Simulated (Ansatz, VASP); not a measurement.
# Cr in VASP and in Ansatz

File INCAR:

```
SYSTEM = Cr
PREC = Accurate
ENCUT = 500
EDIFF = 1E-6
ISMEAR = -1
SIGMA = 0.1
LREAL = .False.
LASPH = .True.
NELM = 120
ALGO = Normal
ISIF = 2
LWAVE = .False.
LCHARG = .False.
GGA = CA
NBANDS = 12
GGA_COMPAT = .False.
```

KPOINTS

```
regular mesh
0
Gamma
  17 17 17
  0 0 0
```

POSCAR

```
Cr
1.0
   -1.3942485114      1.3942485114      1.3942485114
    1.3942485114     -1.3942485114      1.3942485114
    1.3942485114      1.3942485114     -1.3942485114
Cr
1
Direct
    0.0000000000      0.0000000000      0.0000000000
```

Input for Ansatz:

```yaml
crystal:
  lattice:
    - [-1.3942485114, 1.3942485114, 1.3942485114]
    - [1.3942485114, -1.3942485114, 1.3942485114]
    - [1.3942485114, 1.3942485114, -1.3942485114]
  atoms:
    - { symbol: Cr, position: [0.0, 0.0, 0.0] }
hamiltonian:
  xc: lda
  pseudopotentials:
    kind: paw
    azcp:
      Cr: "pseudopotentials/Cr.paw.azcp"
basis:
  ecutwfc: 420
  fft_grid_basis: typed
kpoints:
  mp_grid: { grid: [17, 17, 17], shift: [0, 0, 0] }
magnetization:
  spin_polarized: false
scf:
  occupations: { method: fermi_dirac, width: 0.1 }
  lower_state_search: "off"
output:
  stress: true
  write_density: true
  write_potential: true
  elf: true
  volumetric_format: npy
```

Alike in both runs: task single point; functional LDA; k mesh 17 × 17 × 17; occupations fermi-dirac, width 0.1 eV; no spin polarisation.

```csv
,VASP,Ansatz
version,VASP 6.6.1,Ansatz 0.2.0
potentials or method,"VASP PAW LDA potentials, release 64 (Cr_pv), cutoff 500 eV","plane waves (420 eV) with PAW, scalar-relativistic"
valence electrons in the cell,12,14
```

|  | VASP | Ansatz | Ansatz less VASP |
| --- | --- | --- | --- |
| pressure (GPa) | 0.0 | 0.0 | -0.01 |

Ansatz warns that its potentials were made for another functional, while VASP's fit it. LDA's correlation is that of Perdew and Zunger in VASP and of Perdew and Wang (1992) in Ansatz. VASP's potentials hold 12 valence electrons a cell and Ansatz's 14, so a difference there can come from the potentials and not from the codes.
